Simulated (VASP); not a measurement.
# Co (P6_3/mmc) in VASP: a series of runs, part 2 of 2

VASP 6.6.1. Earlier steps stand in the parts before.

## (3) Relaxation of volume and atoms at fixed shape, LDA, collinear spin, ferromagnetic start

This run uses another cell than the first one, of 11.08 Å³/atom.

Input file INCAR:

```
SYSTEM = Co
ALGO     = Normal         ! electronic algorithm
EDIFF    = 1E-7           ! SCF threshold, eV
EDIFFG   = -0.01          ! ionic threshold
ENCUT    = 690            ! plane-wave cutoff, eV
GGA_COMPAT= .False.      
IBRION   = 2              ! ionic algorithm
ISIF     = 8              ! what is computed and relaxed
ISMEAR   = -1             ! smearing method
ISPIN    = 2              ! spin polarisation
LASPH    = .True.         ! aspherical terms in the spheres
LCHARG   = .False.        ! write CHGCAR
LMAXMIX  = 4              ! l up to which the mixer works
LORBIT   = 11             ! projections on sites
LREAL    = .False.        ! projectors in reciprocal space
LWAVE    = .False.        ! write WAVECAR
MAGMOM   = 2.5 2.5        ! initial moments
NELM     = 200            ! most SCF steps
NELMIN   = 4            
NSW      = 80             ! ionic steps
PREC     = Accurate       ! precision mode
SIGMA    = 0.1            ! smearing width, eV
```

Input file KPOINTS:

```
k-points
0
Gamma
  12 12 6
  0 0 0
```

Input file POSCAR:

```
Co
1.0
    2.5074000000      0.0000000000      0.0000000000
   -1.2537000000      2.1714720974      0.0000000000
    0.0000000000      0.0000000000      4.0699000000
Co
2
Direct
    0.3333330000      0.6666670000      0.2500000000
    0.6666670000      0.3333330000      0.7500000000
```

Potentials or basis: VASP PAW LDA potentials, release 64 (Co_sv).

Run with:

```sh
cat potpaw_LDA.64/Co_sv/POTCAR > POTCAR
mpirun -np 1 vasp_std > vasp.out
```

OUTCAR:

```text
SYSTEM = Co
   EDIFF = 1E-7
   EDIFFG = -0.01
   ENCUT = 690
   IBRION = 2
   ISIF = 8
   ISMEAR = -1
   ISPIN = 2
   LASPH = .True.
   LORBIT = 11
   LREAL = .False.
   NELM = 200
   NELMIN = 4
   NSW = 80
   PREC = Accurate

 ion  position               nearest neighbor table
   1  0.333  0.667  0.250-   2 2.50   2 2.50   2 2.50   2 2.50   2 2.50   2 2.50
   2  0.667  0.333  0.750-   1 2.50   1 2.50   1 2.50   1 2.50   1 2.50   1 2.50

  LATTYP: Found a hexagonal cell.
 ALAT       =     2.5074000000
 C/A-ratio  =     1.6231554598

  Lattice vectors:

 A1 = (   2.5074000000,   0.0000000000,   0.0000000000)
 A2 = (  -1.2537000000,   2.1714720974,   0.0000000000)
 A3 = (   0.0000000000,   0.0000000000,   4.0699000000)

Analysis of symmetry for initial positions (statically):
=====================================================================
 Subroutine PRICEL returns:
 Original cell was already a primitive cell.

 Routine SETGRP: Setting up the symmetry group for a
 hexagonal supercell.

 Subroutine GETGRP returns: Found 24 space group operations
 (whereof 12 operations were pure point group operations)
 out of a pool of 24 trial point group operations.

The static configuration has the point symmetry D_3d.
 The point group associated with its full space group is D_6h.

Analysis of symmetry for dynamics (positions and initial velocities):
=====================================================================
 Subroutine PRICEL returns:
 Original cell was already a primitive cell.

 Routine SETGRP: Setting up the symmetry group for a
 hexagonal supercell.

 Subroutine GETGRP returns: Found 24 space group operations
 (whereof 12 operations were pure point group operations)
 out of a pool of 24 trial point group operations.

The dynamic configuration has the point symmetry D_3d.
 The point group associated with its full space group is D_6h.

Analysis of structural, dynamic, and magnetic symmetry:
=====================================================================
 Subroutine PRICEL returns:
[... 142 lines left out ...]
 spin polarized calculation
  energy-cutoff  :      690.00
  volume of cell :       22.16
 maximum number of plane-waves:       941
 NGX is ok and might be reduce to    24
   NGX = 11   NGY = 11   NGZ = 17

--------------------------------------- Ionic step        1  -------------------------------------------

 number of electron      33.9999998 magnetization       3.1267642

 Free energy of the ion-electron system (eV)
  ---------------------------------------------------
  ext. energy  EPLUGINS =         0.00000000
  ---------------------------------------------------
  free energy    TOTEN  =       -16.22095103 eV

  energy without entropy =      -16.14873783  energy(sigma->0) =      -16.18484443

------------------------ aborting loop because EDIFF is reached ----------------------------------------

  FORCE on cell =-STRESS in cart. coord.  units (eV):
  Direction    XX          YY          ZZ          XY          YZ          ZX
  --------------------------------------------------------------------------------------
  -------------------------------------------------------------------------------------
  Total       -3.0655572     -3.0655572     -3.2860206     -0.0000000      0.0000000      0.0000000
  in kB     -221.6452342   -221.6452342   -237.5851296     -0.0000000      0.0000000      0.0000000
  external PRESSURE =    -226.9585327 kB  Pullay stress =       0.0000000 kB
[... 249 lines left out ...]
--------------------------------------- Ionic step        8  -------------------------------------------

 number of electron      33.9999982 magnetization       0.0006520

 Free energy of the ion-electron system (eV)
  ---------------------------------------------------
  ext. energy  EPLUGINS =         0.00000000
  ---------------------------------------------------
  free energy    TOTEN  =       -16.26772799 eV

  energy without entropy =      -16.10835140  energy(sigma->0) =      -16.18803969

 E-fermi :  13.5885     XC(G=0): -15.1033

 val. band max:       13.5880513076   @ k =   0.2500   0.0833   0.5000
 cond. band min:      13.5898213715   @ k =   0.3333   0.2500   0.3333
 fundamental gap:      0.0017700639
 Fermi energy:        13.5885392481

 spin component 1

 k-point     1 :       0.0000    0.0000    0.0000
  band No.  band energies     occupation
      1     -80.6937      1.00000
      2     -80.5922      1.00000
      3     -44.7715      1.00000
      4     -44.3072      1.00000
      5     -44.3072      1.00000
      6     -44.2459      1.00000
[... 637 lines left out ...]
     23      30.3361      0.00000
     24      31.7676      0.00000

 [... further k-points ...]

 spin component 2

 k-point     1 :       0.0000    0.0000    0.0000
  band No.  band energies     occupation
      1     -80.6933      1.00000
      2     -80.5918      1.00000
      3     -44.7711      1.00000
      4     -44.3068      1.00000
      5     -44.3068      1.00000
      6     -44.2455      1.00000
[... 668 lines left out ...]
  FREE ENERGIE OF THE ION-ELECTRON SYSTEM (eV)
  ---------------------------------------------------
  free  energy   TOTEN  =       -16.2677279868 eV

  energy  without entropy=      -16.1083513962  energy(sigma->0) =      -16.18803969

 reached required accuracy - stopping structural energy minimisation

 total charge

# of ion       s       p       d       tot
------------------------------------------
    1        2.272   6.150   6.747  15.169
    2        2.272   6.150   6.747  15.169
--------------------------------------------------
tot          4.543  12.300  13.495  30.338

 magnetization (x)

# of ion       s       p       d       tot
------------------------------------------
    1       -0.000  -0.000   0.000   0.000
    2       -0.000  -0.000   0.000   0.000
--------------------------------------------------
tot         -0.000  -0.000   0.001   0.001
```

Wall time 4.1 min (1 thread of Intel Xeon 6975P-C (Granite Rapids), shared host); peak memory 0.21 GiB.

Results:

```yaml
Free_energy: -16.2677 eV
Relaxed_volume: 9.64 Å³/atom
Relaxed_cell: a = 2.393 Å, b = 2.393 Å, c = 3.885 Å, α = 90.00°, β = 90.00°, γ = 120.00°
Space_group_after_relaxing_to_0.1_Å: P6_3/mmc (No. 194)
Energy_gained_by_relaxing: 23.4 meV/atom
Ionic_steps: 8
Pressure_after_relaxing: -0.1 GPa
Band_gap_on_the_k_mesh: zero (filled and empty bands overlap)
Net_moment: 0.00 μB per cell
Valence_electrons_inside_the_program's_atomic_spheres: Co 15.17
```

Step by step:
```
step  energy change (eV)  largest force (eV/Å)  pressure (GPa)  volume (Å³)
   1              0.0000                0.0000          -22.70        22.16
   2              0.1439                0.0000           37.43        17.50
   3             -0.0075                0.0000          -13.10        20.19
   4             -0.0461                0.0000           -1.86        19.39
   5             -0.0468                0.0000           -0.17        19.27
   6             -0.0466                0.0000            0.89        19.22
   7             -0.0464                0.0000           -1.35        19.36
   8             -0.0468                0.0000           -0.12        19.27
```

Final structure:
```xyz
2
Lattice="2.3935 0.0000 0.0000 -1.1967 2.0728 0.0000 0.0000 0.0000 3.8850" Properties=species:S:1:pos:R:3 pbc="T T T"
Co    0.0000    1.3819    0.9712
Co    1.1967    0.6909    2.9137
```

Caveat: the moments typed at the start vanished in this run. Zero-point motion and thermal expansion aren't in these numbers.

The gap in the log of VASP goes by the Fermi energy; the results here count the filled bands.